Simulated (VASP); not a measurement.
A run of VASP 6.6.1:

INCAR

```
  PREC = Accurate
  ENCUT = 520
  EDIFF = 1E-7
  ISMEAR = 0
  SIGMA = 0.1
  LREAL = False
  LASPH = True
  NELM = 150
  ALGO = Normal
  ISIF = 2
  LWAVE = False
  LCHARG = True
  ISPIN = 2
  MAGMOM = 1 1 1 1 0 0
  LORBIT = 11
  LMAXMIX = 4
  GGA = PE
  LELF = True
  LVHAR = True
  NBANDS = 37
```

File KPOINTS:

```
Automatic mesh
0
Gamma
  6 6 6
```

The input POSCAR:

```
Ir2O
1.0
   -1.9259693463      1.9259693463      4.8411287612
    1.9259693463     -1.9259693463      4.8411287612
    1.9259693463      1.9259693463     -4.8411287612
Ir O
4 2
Direct
    0.2066000000      0.2066000000      0.0000000000
    0.9566000000      0.4566000000      0.5000000000
    0.5434000000      0.0434000000      0.5000000000
    0.7934000000      0.7934000000      0.0000000000
    0.0000000000      0.0000000000      0.0000000000
    0.7500000000      0.2500000000      0.5000000000
```

Potentials or basis: VASP PAW PBE potentials, release 64 (Ir, O).

Launch:

```console
$ cat potpaw_PBE.64/Ir/POTCAR potpaw_PBE.64/O/POTCAR > POTCAR
$ mpirun -np 1 vasp_std > vasp.out
```

Hardware: 1 thread of AMD EPYC 7571 (shared host).

Task: Estimate the wall time of this run.

Result: It took 13 min on 1 thread of AMD EPYC 7571, with other jobs on the host, peak memory 0.35 GiB. Counts: scf iterations 16, k points 30.
